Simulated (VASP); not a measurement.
# AlAs (F-43m) in VASP: notebook, part 2 of 2

VASP 6.6.1.

## Step 4: Single point, r2SCAN+D3(BJ) (21.73 Å³/atom)

This run uses another cell than the first one, of 21.73 Å³/atom.

Input file POSCAR:

```
AlAs
1.0
    0.0000000000      2.7905833893      2.7905833893
    2.7905833893      0.0000000000      2.7905833893
    2.7905833893      2.7905833893      0.0000000000
Al As
1 1
Direct
    0.0000000000      0.0000000000      0.0000000000
    0.7500000000      0.7500000000      0.7500000000
```

Input file INCAR.step1:

```
ALGO = Normal
EDIFF = 1E-5
ENCUT = 550
GGA = PE
GGA_COMPAT = F
ISMEAR = 0
LASPH = T
LCHARG = F
LREAL = F
LWAVE = T
NBANDS = 11
NELM = 120
PREC = Accurate
SIGMA = 0.05
```

Input file INCAR.step2:

```
ALGO = Normal
EDIFF = 1E-6
ENCUT = 550
GGA_COMPAT = F
ISIF = 2
ISMEAR = 0
ISTART = 1
IVDW = 12
LASPH = T
LCHARG = F
LMIXTAU = T
LREAL = F
LWAVE = F
METAGGA = R2SCAN
NBANDS = 11
NELM = 120
PREC = Accurate
SIGMA = 0.05
VDW_A1 = 0.49484001
VDW_A2 = 5.73083694
VDW_S6 = 1.0
VDW_S8 = 0.78981345
```

Input file KPOINTS:

```
k-points
0
Gamma
  8 8 8
```

Potentials or basis: VASP PAW PBE potentials, release 64 (Al, As).

Launch:

```
> cat potpaw_PBE.64/Al/POTCAR potpaw_PBE.64/As/POTCAR > POTCAR
> cp INCAR.step1 INCAR
> mpirun -np 1 vasp_std > vasp.out
> cp INCAR.step2 INCAR
> mpirun -np 1 vasp_std > vasp.out
```

OUTCAR:

```text
EDIFF = 1E-6
   ENCUT = 550
   ISIF = 2
   ISMEAR = 0
   ISTART = 1
   IVDW = 12
   LASPH = T
   LREAL = F
   METAGGA = R2SCAN
   NELM = 120
   PREC = Accurate
 IVDW          = 12

 ion  position               nearest neighbor table
   1  0.000  0.000  0.000-   2 2.42   2 2.42   2 2.42   2 2.42
   2  0.750  0.750  0.750-   1 2.42   1 2.42   1 2.42   1 2.42

  LATTYP: Found a face centered cubic cell.
 ALAT       =     5.5811667786

  Lattice vectors:

 A1 = (   0.0000000000,   2.7905833893,   2.7905833893)
 A2 = (   2.7905833893,   0.0000000000,   2.7905833893)
 A3 = (   2.7905833893,   2.7905833893,   0.0000000000)

Analysis of symmetry for initial positions (statically):
=====================================================================
 Subroutine PRICEL returns:
 Original cell was already a primitive cell.

 Routine SETGRP: Setting up the symmetry group for a
 face centered cubic supercell.

 Subroutine GETGRP returns: Found 24 space group operations
 (whereof 24 operations were pure point group operations)
 out of a pool of 48 trial point group operations.

The static configuration has the point symmetry T_d .

Analysis of symmetry for dynamics (positions and initial velocities):
=====================================================================
 Subroutine PRICEL returns:
 Original cell was already a primitive cell.

 Routine SETGRP: Setting up the symmetry group for a
 face centered cubic supercell.

 Subroutine GETGRP returns: Found 24 space group operations
 (whereof 24 operations were pure point group operations)
 out of a pool of 48 trial point group operations.

The dynamic configuration has the point symmetry T_d .

 Subroutine INISYM returns: Found 24 space group operations
 (whereof 24 operations are pure point group operations),
 and found     1 'primitive' translations

----------------------------------------------------------------------------------------

                                     Primitive cell
[... 118 lines left out ...]
   AEXX    =    0.0000 exact exchange contribution
   IVDW    =    12    specifies the selected vdW correction
   LEPSILON=     F    determine dielectric tensor
   LRPA    =     F    only Hartree local field effects (RPA)
 non-spin polarized calculation
 Gauss-broadening in eV      SIGMA  =   0.05
  energy-cutoff  :      550.00
  volume of cell :       43.46
 maximum number of plane-waves:      1287
   NGX = 15   NGY = 15   NGZ = 15

 number of electron       8.0000001 magnetization

 Free energy of the ion-electron system (eV)
  ---------------------------------------------------
  ext. energy  EPLUGINS =         0.00000000
  ---------------------------------------------------
  free energy    TOTEN  =       -22.66607726 eV

  energy without entropy =      -22.66607726  energy(sigma->0) =      -22.66607726

 E-fermi :   4.2494     XC(G=0):  -9.6186

 val. band max:        4.0336046575   @ k =   0.0000   0.0000   0.0000
 cond. band min:       5.7560329481   @ k =   0.5000   0.5000   0.0000
 fundamental gap:      1.7224282906
 Fermi energy:         4.2494087585

 k-point     1 :       0.0000    0.0000    0.0000
  band No.  band energies     occupation
      1      -8.5366      2.00000
      2       4.0336      2.00000
      3       4.0336      2.00000
      4       4.0336      2.00000
      5       7.1134      0.00000
      6       8.8255      0.00000
      7       8.8255      0.00000
      8       8.8255      0.00000
      9      13.6388      0.00000
     10      13.6388      0.00000
     11      14.0475      0.00000
[... 309 lines left out ...]
 k-point    24 :      -0.3750    0.2500    0.1250
  band No.  band energies     occupation
      1      -6.6529      2.00000
      2      -1.4986      2.00000
      3       1.1932      2.00000
      4       2.3822      2.00000
      5       8.2374      0.00000
      6       8.8120      0.00000
      7      11.4445      0.00000
      8      12.4330      0.00000
      9      13.2683      0.00000
     10      16.0032      0.00000
     11      17.4988      0.00000

 [... further k-points ...]

------------------------ aborting loop because EDIFF is reached ----------------------------------------

 Edisp (eV)   -0.31088

 E8    (eV) :    -0.1054

  FORCE on cell =-STRESS in cart. coord.  units (eV):
  Direction    XX          YY          ZZ          XY          YZ          ZX
  --------------------------------------------------------------------------------------
  -------------------------------------------------------------------------------------
  Total       0.86928     0.86928     0.86928    -0.00000     0.00000    -0.00000
  in kB      32.04479    32.04479    32.04479    -0.00000     0.00000    -0.00000
  external pressure =       32.04 kB  Pullay stress =        0.00 kB

 VOLUME and BASIS-vectors are now :
 -----------------------------------------------------------------------------
  energy-cutoff  :      550.00
  volume of cell :       43.46
      direct lattice vectors                 reciprocal lattice vectors
     0.000000000  2.790583389  2.790583389    -0.179174004  0.179174004  0.179174004
     2.790583389  0.000000000  2.790583389     0.179174004 -0.179174004  0.179174004
     2.790583389  2.790583389  0.000000000     0.179174004  0.179174004 -0.179174004

 POSITION                                       TOTAL-FORCE (eV/Angst)
 -----------------------------------------------------------------------------------
      0.00000      0.00000      0.00000         0.000000      0.000000      0.000000
      4.18588      4.18588      4.18588        -0.000000     -0.000000     -0.000000
 -----------------------------------------------------------------------------------
    total drift:                               -0.000000     -0.000000     -0.000000

  FREE ENERGIE OF THE ION-ELECTRON SYSTEM (eV)
  ---------------------------------------------------
  free  energy   TOTEN  =       -22.9769571626 eV

  energy  without entropy=      -22.9769571626  energy(sigma->0) =      -22.97695716
```

OUTCAR.step1:

```text
EDIFF = 1E-5
   ENCUT = 550
   GGA = PE
   ISMEAR = 0
   LASPH = T
[... 556 lines left out ...]
 -----------------------------------------------------------------------------------
      0.00000      0.00000      0.00000        -0.000000      0.000000     -0.000000
      4.18588      4.18588      4.18588         0.000000     -0.000000      0.000000
 -----------------------------------------------------------------------------------
    total drift:                               -0.000000     -0.000000     -0.000000

  FREE ENERGIE OF THE ION-ELECTRON SYSTEM (eV)
  ---------------------------------------------------
  free  energy   TOTEN  =        -9.3199485576 eV

  energy  without entropy=       -9.3199485576  energy(sigma->0) =       -9.31994856
```

OSZICAR.step1:

```text
N       E                     dE             d eps       ncg     rms          rms(c)
DAV:   1     0.143039487949E+02    0.14304E+02   -0.31608E+03   638   0.576E+02
DAV:   2    -0.858205906070E+01   -0.22886E+02   -0.22043E+02   795   0.916E+01
DAV:   3    -0.954614313901E+01   -0.96408E+00   -0.96240E+00   802   0.185E+01
DAV:   4    -0.955385051771E+01   -0.77074E-02   -0.77069E-02   748   0.195E+00
DAV:   5    -0.955400047948E+01   -0.14996E-03   -0.14996E-03   789   0.265E-01    0.336E+00
DAV:   6    -0.935695960716E+01    0.19704E+00   -0.32325E-01   707   0.210E+00    0.196E+00
DAV:   7    -0.931916069667E+01    0.37799E-01   -0.17720E-01   730   0.168E+00    0.691E-01
DAV:   8    -0.931971261269E+01   -0.55192E-03   -0.11187E-02   718   0.507E-01    0.106E-01
DAV:   9    -0.931983255811E+01   -0.11995E-03   -0.38581E-04   769   0.115E-01    0.571E-02
DAV:  10    -0.931994452851E+01   -0.11197E-03   -0.14423E-04   688   0.652E-02    0.699E-03
DAV:  11    -0.931994855756E+01   -0.40291E-05   -0.16762E-05   763   0.186E-02
   1 F= -.93199486E+01 E0= -.93199486E+01  d E =-.121851E-11
```

It took 60 s on 1 thread of Intel Xeon 6975P-C (Granite Rapids), shared host; peak memory 0.18 GiB.

Results:

| Property | Result |
| --- | --- |
| Free energy | -22.9770 eV |
| Pressure | 3.2 GPa |
| Band gap on the k mesh | 1.72 eV (least direct gap 3.08 eV) |
| Dispersion energy per atom | -0.155 eV |

Levels at points of the mesh, in eV from the valence-band top:
| k point | band 1 | band 2 | band 3 | band 4 | band 5 | band 6 | band 7 | band 8 |
| --- | --- | --- | --- | --- | --- | --- | --- | --- |
| (0.00, 0.00, 0.00) | -12.57 | 0.00 | 0.00 | 0.00 | 3.08 | 4.79 | 4.79 | 4.79 |
| (0.50, 0.00, 0.00) | -10.98 | -5.89 | -0.88 | -0.88 | 2.83 | 5.14 | 5.14 | 8.50 |
| (0.50, 0.50, 0.00) | -10.36 | -5.70 | -2.34 | -2.34 | 1.72 | 2.69 | 11.54 | 11.54 |

Caveat: three body term missing; the cell stands under pressure; the PAW data sets were made with another functional, which shifts forces and pressure a little.

## Step 5: Summary

| level | cell | cutoff (eV) | gap on the mesh (eV) | pressure (GPa) |
| --- | --- | --- | --- | --- |
| PBE+D3(BJ) | a = 4.061 Å, angles 60.0°, 2 atoms | 500 | 1.51 | -2.6 |
| RPBE+D4 | a = 4.036 Å, angles 60.0°, 2 atoms | 500 | 1.56 | -2.6 |
| r2SCAN+D3(BJ) | a = 3.946 Å, angles 60.0°, 2 atoms | 550 | 1.72 | 3.2 |

Alike in all rows: task single point; potentials or basis VASP PAW PBE potentials, release 64 (Al, As); no spin polarisation; k mesh 8 × 8 × 8; smearing gaussian 0.05 eV.

Caveats: three body term missing (at least some runs); the PAW data sets were made with another functional, which shifts forces and pressure a little (at least some runs); the cell stands under pressure (at least some runs).

Absolute energies hang on the potentials; compare differences alone.
